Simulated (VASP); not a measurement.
# CdSe (rocksalt type) (Fm-3m) in VASP: a series of runs, part 2 of 2

VASP 6.6.1. The steps go on from the part before.

### 3 Single point, PBE

The input, INCAR:

```
PREC = Accurate
ENCUT = 520
EDIFF = 1E-6
ISMEAR = -1
SIGMA = 0.05
LREAL = F
LASPH = T
NELM = 100
ALGO = Normal
ISIF = 2
LWAVE = F
LCHARG = T
GGA = PE
LELF = T
LVHAR = T
NBANDS = 16
```

The input, KPOINTS:

```
regular mesh
0
Gamma
  14 14 14
```

The input, POSCAR:

```
CdSe
1.0
    0.0000000000      2.5482713281      2.5482713281
    2.5482713281      0.0000000000      2.5482713281
    2.5482713281      2.5482713281      0.0000000000
Cd Se
1 1
Direct
    0.0000000000      0.0000000000      0.0000000000
    0.5000000000      0.5000000000      0.5000000000
```

Potentials or basis: VASP PAW PBE potentials, release 64 (Cd, Se).

On the command line:

```
cat potpaw_PBE.64/Cd/POTCAR potpaw_PBE.64/Se/POTCAR > POTCAR
mpirun -np 1 vasp_std > vasp.out
```

OUTCAR:

```text
PREC = Accurate
   ENCUT = 520
   EDIFF = 1E-6
   ISMEAR = -1
   LREAL = F
   LASPH = T
   NELM = 100
   ISIF = 2
   GGA = PE

 ion  position               nearest neighbor table
   1  0.000  0.000  0.000-   2 2.55   2 2.55   2 2.55   2 2.55   2 2.55   2 2.55
   2  0.500  0.500  0.500-   1 2.55   1 2.55   1 2.55   1 2.55   1 2.55   1 2.55

  LATTYP: Found a face centered cubic cell.
 ALAT       =     5.0965426562

  Lattice vectors:

 A1 = (   0.0000000000,   2.5482713281,   2.5482713281)
 A2 = (   2.5482713281,   0.0000000000,   2.5482713281)
 A3 = (   2.5482713281,   2.5482713281,   0.0000000000)

Analysis of symmetry for initial positions (statically):
=====================================================================
 Subroutine PRICEL returns:
 Original cell was already a primitive cell.

 Routine SETGRP: Setting up the symmetry group for a
 face centered cubic supercell.

 Subroutine GETGRP returns: Found 48 space group operations
 (whereof 48 operations were pure point group operations)
 out of a pool of 48 trial point group operations.

The static configuration has the point symmetry O_h .

Analysis of symmetry for dynamics (positions and initial velocities):
=====================================================================
 Subroutine PRICEL returns:
 Original cell was already a primitive cell.

 Routine SETGRP: Setting up the symmetry group for a
 face centered cubic supercell.

 Subroutine GETGRP returns: Found 48 space group operations
 (whereof 48 operations were pure point group operations)
 out of a pool of 48 trial point group operations.

The dynamic configuration has the point symmetry O_h .

 Subroutine INISYM returns: Found 48 space group operations
 (whereof 48 operations are pure point group operations),
 and found     1 'primitive' translations
[... 108 lines left out ...]
   EMIN   =  10.00;   EMAX   =-10.00  energy-range for DOS
   EFERMI =   0.00;   METHOD = LEGACY
   ISMEAR =    -1;   SIGMA  =   0.05  broadening in eV -4-tet -1-fermi 0-gaus
   EFERMI_NEDOS =   21; number of points for ismear=-14 and -15
   IALGO  =     38    algorithm
   IMIX   =      4    mixing-type and parameters
     AMIX     =   0.40;   BMIX     =  1.00
     AMIX_MAG =   1.60;   BMIX_MAG =  1.00
  volume/ion in A,a.u.               =      16.55       111.67
  Fermi-wavevector in a.u.,A,eV,Ry     =   1.336319  2.525276 24.296567  1.785747
  Thomas-Fermi vector in A             =   2.464954
   LORBIT       =      0    0 simple, 1 ext, 2 COOP (PROOUT), +10 PAW based schemes
   GGA     = PE    functional components
   LHFCALC =     F    Hartree Fock is set to
   AEXX    =    0.0000 exact exchange contribution
   IVDW    =     0    specifies the selected vdW correction
   LEPSILON=     F    determine dielectric tensor
   LRPA    =     F    only Hartree local field effects (RPA)
 non-spin polarized calculation
  energy-cutoff  :      520.00
  volume of cell :       33.10
 maximum number of plane-waves:       911
   NGX = 13   NGY = 13   NGZ = 13

 number of electron      18.0000005 magnetization

 Free energy of the ion-electron system (eV)
  ---------------------------------------------------
  ext. energy  EPLUGINS =         0.00000000
  ---------------------------------------------------
  free energy    TOTEN  =        -3.56741442 eV

  energy without entropy =       -3.56409165  energy(sigma->0) =       -3.56575303

 E-fermi :   6.3257     XC(G=0): -11.8341

 val. band max:        6.3138587353   @ k =  -0.3571   0.0714   0.0000
 cond. band min:       6.3285374656   @ k =   0.5000   0.0000   0.0000
 fundamental gap:      0.0146787304
 Fermi energy:         6.3257425777

 k-point     1 :       0.0000    0.0000    0.0000
  band No.  band energies     occupation
      1      -9.6553      2.00000
      2      -2.9657      2.00000
      3      -2.9657      2.00000
      4      -2.9514      2.00000
      5      -2.9514      2.00000
      6      -2.9514      2.00000
[... 433 lines left out ...]
      3      -3.1069      2.00000
      4      -3.0964      2.00000
      5      -2.7883      2.00000
      6      -2.7104      2.00000
[... 8 lines left out ...]
     15      18.9426      0.00000
     16      19.1508      0.00000

 [... further k-points ...]

------------------------ aborting loop because EDIFF is reached ----------------------------------------

  FORCE on cell =-STRESS in cart. coord.  units (eV):
  Direction    XX          YY          ZZ          XY          YZ          ZX
  --------------------------------------------------------------------------------------
  -------------------------------------------------------------------------------------
  Total       10.6937917     10.6937917     10.6937917      0.0000000      0.0000000      0.0000000
  in kB      517.6965902    517.6965902    517.6965902      0.0000000      0.0000000      0.0000000
  external PRESSURE =     517.6965902 kB  Pullay stress =       0.0000000 kB

 VOLUME and BASIS-vectors are now :
 -----------------------------------------------------------------------------
  energy-cutoff  :      520.00
  volume of cell :       33.10
      direct lattice vectors                 reciprocal lattice vectors
     0.000000000  2.548271328  2.548271328    -0.196211445  0.196211445  0.196211445
     2.548271328  0.000000000  2.548271328     0.196211445 -0.196211445  0.196211445
     2.548271328  2.548271328  0.000000000     0.196211445  0.196211445 -0.196211445

 POSITION                                       TOTAL-FORCE (eV/Angst)
 -----------------------------------------------------------------------------------
      0.00000      0.00000      0.00000        -0.000000      0.000000     -0.000000
      2.54827      2.54827      2.54827         0.000000     -0.000000      0.000000
 -----------------------------------------------------------------------------------
    total drift:                               -0.000000      0.000000      0.000000

  FREE ENERGIE OF THE ION-ELECTRON SYSTEM (eV)
  ---------------------------------------------------
  free  energy   TOTEN  =        -3.5674144167 eV

  energy  without entropy=       -3.5640916513  energy(sigma->0) =       -3.56575303
```

OSZICAR:

```text
N       E                     dE             d eps       ncg     rms          rms(c)
DAV:   1     0.114496010631E+03    0.11450E+03   -0.96168E+03  3448   0.109E+03
DAV:   2    -0.642230821959E+00   -0.11514E+03   -0.10832E+03  4072   0.269E+02
DAV:   3    -0.397371782590E+01   -0.33315E+01   -0.33254E+01  4040   0.477E+01
DAV:   4    -0.398134580128E+01   -0.76280E-02   -0.76277E-02  4016   0.231E+00
DAV:   5    -0.398136832181E+01   -0.22521E-04   -0.22520E-04  4112   0.115E-01    0.132E+01
DAV:   6    -0.360517689781E+01    0.37619E+00   -0.48588E-01  4680   0.115E+01    0.959E+00
DAV:   7    -0.356872996915E+01    0.36447E-01   -0.20797E-01  4064   0.364E+00    0.302E+00
DAV:   8    -0.356777307063E+01    0.95690E-03   -0.27791E-02  3712   0.233E+00    0.347E-01
DAV:   9    -0.356740940140E+01    0.36367E-03   -0.28942E-03  4240   0.715E-01    0.109E-01
DAV:  10    -0.356740720507E+01    0.21963E-05   -0.14572E-04  4048   0.203E-01    0.296E-02
DAV:  11    -0.356741418580E+01   -0.69807E-05   -0.12460E-05  3712   0.319E-02    0.587E-03
DAV:  12    -0.356741441671E+01   -0.23091E-06   -0.89997E-07  3032   0.143E-02
   1 F= -.35674144E+01 E0= -.35657530E+01  d E =-.332277E-02
```

stdout:

```text
POSCAR found type information on POSCAR CdSe
 POSCAR found :  2 types and       2 ions
 scaLAPACK will be used
 LDA part: xc-table for (Slater+PW92), standard interpolation
 POSCAR, INCAR and KPOINTS ok, starting setup
 FFT: planning ... GRIDC
 FFT: planning ... GRID_SOFT
 FFT: planning ... GRID
 WAVECAR not read
 entering main loop
```

Wall time 81 s (1 thread of Intel Xeon 8259CL, shared host); peak memory 0.2 GiB.

What came out:

* Free energy: -3.5674 eV
* Pressure: 51.8 GPa
* Band gap on the k mesh: zero (bands 9 and 10 overlap by 0.71 eV)

Caveat: the cell stands under pressure; semilocal functionals underestimate gaps, so a narrow gap can read as zero.

### 4 Single point, PBE

This run uses another cell than the first one, of 23.62 Å³/atom.

The input, INCAR:

```
SYSTEM = CdSe
PREC = Accurate
ENCUT = 520
EDIFF = 1E-6
ISMEAR = -1
SIGMA = 0.05
LREAL = .False.
LASPH = .True.
NELM = 60
ALGO = Normal
ISIF = 2
LWAVE = .False.
LCHARG = .False.
GGA = PE
NBANDS = 16
```

The input, KPOINTS:

```
regular mesh
0
Gamma
  13 13 13
  0 0 0
```

The input, POSCAR:

```
CdSe
1.0
    0.0000000000      2.8691461474      2.8691461474
    2.8691461474      0.0000000000      2.8691461474
    2.8691461474      2.8691461474      0.0000000000
Cd Se
1 1
Direct
    0.0000000000      0.0000000000      0.0000000000
    0.5000000000      0.5000000000      0.5000000000
```

Potentials or basis: VASP PAW PBE potentials, release 64 (Cd, Se).

On the command line:

```
cat potpaw_PBE.64/Cd/POTCAR potpaw_PBE.64/Se/POTCAR > POTCAR
mpirun -np 1 vasp_std > vasp.out
```

OUTCAR:

```text
SYSTEM = CdSe
   PREC = Accurate
   ENCUT = 520
   EDIFF = 1E-6
   ISMEAR = -1
   LREAL = .False.
   LASPH = .True.
   NELM = 60
   ISIF = 2
   GGA = PE

 ion  position               nearest neighbor table
   1  0.000  0.000  0.000-   2 2.87   2 2.87   2 2.87   2 2.87   2 2.87   2 2.87
   2  0.500  0.500  0.500-   1 2.87   1 2.87   1 2.87   1 2.87   1 2.87   1 2.87

  LATTYP: Found a face centered cubic cell.
 ALAT       =     5.7382922948

  Lattice vectors:

 A1 = (   0.0000000000,   2.8691461474,   2.8691461474)
 A2 = (   2.8691461474,   0.0000000000,   2.8691461474)
 A3 = (   2.8691461474,   2.8691461474,   0.0000000000)

Analysis of symmetry for initial positions (statically):
=====================================================================
 Subroutine PRICEL returns:
 Original cell was already a primitive cell.

 Routine SETGRP: Setting up the symmetry group for a
 face centered cubic supercell.

 Subroutine GETGRP returns: Found 48 space group operations
 (whereof 48 operations were pure point group operations)
 out of a pool of 48 trial point group operations.

The static configuration has the point symmetry O_h .

Analysis of symmetry for dynamics (positions and initial velocities):
=====================================================================
 Subroutine PRICEL returns:
 Original cell was already a primitive cell.

 Routine SETGRP: Setting up the symmetry group for a
 face centered cubic supercell.

 Subroutine GETGRP returns: Found 48 space group operations
 (whereof 48 operations were pure point group operations)
 out of a pool of 48 trial point group operations.

The dynamic configuration has the point symmetry O_h .

 Subroutine INISYM returns: Found 48 space group operations
 (whereof 48 operations are pure point group operations),
 and found     1 'primitive' translations

----------------------------------------------------------------------------------------
[... 110 lines left out ...]
   IALGO  =     38    algorithm
   IMIX   =      4    mixing-type and parameters
     AMIX     =   0.40;   BMIX     =  1.00
     AMIX_MAG =   1.60;   BMIX_MAG =  1.00
  volume/ion in A,a.u.               =      23.62       159.39
  Fermi-wavevector in a.u.,A,eV,Ry     =   1.186870  2.242858 19.165975  1.408659
  Thomas-Fermi vector in A             =   2.323033
   LORBIT       =      0    0 simple, 1 ext, 2 COOP (PROOUT), +10 PAW based schemes
   GGA     = PE    functional components
   LHFCALC =     F    Hartree Fock is set to
   AEXX    =    0.0000 exact exchange contribution
   IVDW    =     0    specifies the selected vdW correction
   LEPSILON=     F    determine dielectric tensor
   LRPA    =     F    only Hartree local field effects (RPA)
 non-spin polarized calculation
  energy-cutoff  :      520.00
  volume of cell :       47.24
 maximum number of plane-waves:      1299
   NGX = 15   NGY = 15   NGZ = 15

 number of electron      18.0000007 magnetization

 Free energy of the ion-electron system (eV)
  ---------------------------------------------------
  ext. energy  EPLUGINS =         0.00000000
  ---------------------------------------------------
  free energy    TOTEN  =        -5.20553290 eV

  energy without entropy =       -5.20223157  energy(sigma->0) =       -5.20388224

 E-fermi :   2.3585     XC(G=0): -10.0242

 val. band max:        2.3016461514   @ k =  -0.2308   0.1538   0.0000
 cond. band min:       2.4063847958   @ k =   0.0000   0.0000   0.0000
 fundamental gap:      0.1047386444
 Fermi energy:         2.3584621391

 k-point     1 :       0.0000    0.0000    0.0000
  band No.  band energies     occupation
      1     -10.6088      2.00000
      2      -5.6185      2.00000
      3      -5.6185      2.00000
      4      -5.6022      2.00000
      5      -5.6022      2.00000
      6      -5.6022      2.00000
[... 433 lines left out ...]
      3      -5.7208      2.00000
      4      -5.6860      2.00000
      5      -5.4713      2.00000
      6      -5.4577      2.00000
[... 8 lines left out ...]
     15      15.1354      0.00000
     16      15.5594      0.00000

 [... further k-points ...]

------------------------ aborting loop because EDIFF is reached ----------------------------------------

  FORCE on cell =-STRESS in cart. coord.  units (eV):
  Direction    XX          YY          ZZ          XY          YZ          ZX
  --------------------------------------------------------------------------------------
  -------------------------------------------------------------------------------------
  Total        0.0872741      0.0872741      0.0872741     -0.0000000      0.0000000     -0.0000000
  in kB        2.9601124      2.9601124      2.9601124     -0.0000000      0.0000000     -0.0000000
  external PRESSURE =       2.9601124 kB  Pullay stress =       0.0000000 kB

 VOLUME and BASIS-vectors are now :
 -----------------------------------------------------------------------------
  energy-cutoff  :      520.00
  volume of cell :       47.24
      direct lattice vectors                 reciprocal lattice vectors
     0.000000000  2.869146147  2.869146147    -0.174267874  0.174267874  0.174267874
     2.869146147  0.000000000  2.869146147     0.174267874 -0.174267874  0.174267874
     2.869146147  2.869146147  0.000000000     0.174267874  0.174267874 -0.174267874

 POSITION                                       TOTAL-FORCE (eV/Angst)
 -----------------------------------------------------------------------------------
      0.00000      0.00000      0.00000         0.000000     -0.000000      0.000000
      2.86915      2.86915      2.86915        -0.000000      0.000000     -0.000000
 -----------------------------------------------------------------------------------
    total drift:                               -0.000000      0.000000      0.000000

  FREE ENERGIE OF THE ION-ELECTRON SYSTEM (eV)
  ---------------------------------------------------
  free  energy   TOTEN  =        -5.2055329048 eV

  energy  without entropy=       -5.2022315677  energy(sigma->0) =       -5.20388224
```

stdout:

```text
POSCAR found type information on POSCAR CdSe
 POSCAR found :  2 types and       2 ions
 scaLAPACK will be used
 LDA part: xc-table for (Slater+PW92), standard interpolation
 POSCAR, INCAR and KPOINTS ok, starting setup
 FFT: planning ... GRIDC
 FFT: planning ... GRID_SOFT
 FFT: planning ... GRID
 WAVECAR not read
 entering main loop
```

Wall time 90 s (1 thread of Intel Xeon 8259CL, shared host); peak memory 0.21 GiB.

What came out:

* Free energy: -5.2055 eV
* Pressure: 0.3 GPa
* Band gap on the k mesh: zero (bands 9 and 10 overlap by 0.37 eV)

Levels at points of the mesh, in eV from the Fermi level:
| k point | band 5 | band 6 | band 7 | band 8 | band 9 | band 10 | band 11 | band 12 | band 13 | band 14 |
| --- | --- | --- | --- | --- | --- | --- | --- | --- | --- | --- |
| (0.00, 0.00, 0.00) | -7.96 | -7.96 | -0.66 | -0.66 | -0.66 | 0.05 | 8.60 | 8.60 | 8.60 | 9.74 |

Caveat: semilocal functionals underestimate gaps, so a narrow gap can read as zero.
